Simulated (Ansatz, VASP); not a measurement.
**One calculation of RhCl, two programs**

```
CELL_PARAMETERS angstrom
4.82366 0.00000 0.00000
0.00000 4.82366 0.00000
0.00000 0.00000 3.02979
ATOMIC_POSITIONS crystal
Rh 0.00000 0.50000 0.07642
Rh 0.50000 0.00000 0.92358
Cl 0.00000 0.00000 0.00000
Cl 0.50000 0.50000 0.00000
```

Alike in both runs: functional PBE; k mesh 4 × 4 × 6; occupations gaussian, width 0.1 eV; no spin polarisation.

Ansatz relaxed the structure, and its values are those at the end. VASP's run is a single point on that final structure, the one shown.

|  | VASP | Ansatz |
| --- | --- | --- |
| version | VASP 6.6.1 | Ansatz 0.2.0 |
| potentials or method | VASP PAW PBE potentials, release 64 (Rh_pv, Cl), cutoff 520 eV | scalar-relativistic, plane waves, PAW |
| valence electrons in the cell | 44 | 48 |

```tsv
	VASP	Ansatz	Ansatz less VASP
gap on the k mesh at the Fermi level (eV)	none	none	-
pressure (GPa)	-0.2	-0.2	-0.01
rms of the force components (eV/Å)	0.008	0.008	0.0000
```

A gap of «none» marks a metal or a gap that the smearing closes. VASP's potentials hold 44 valence electrons a cell and Ansatz's 48, so a difference there can come from the potentials and not from the codes.
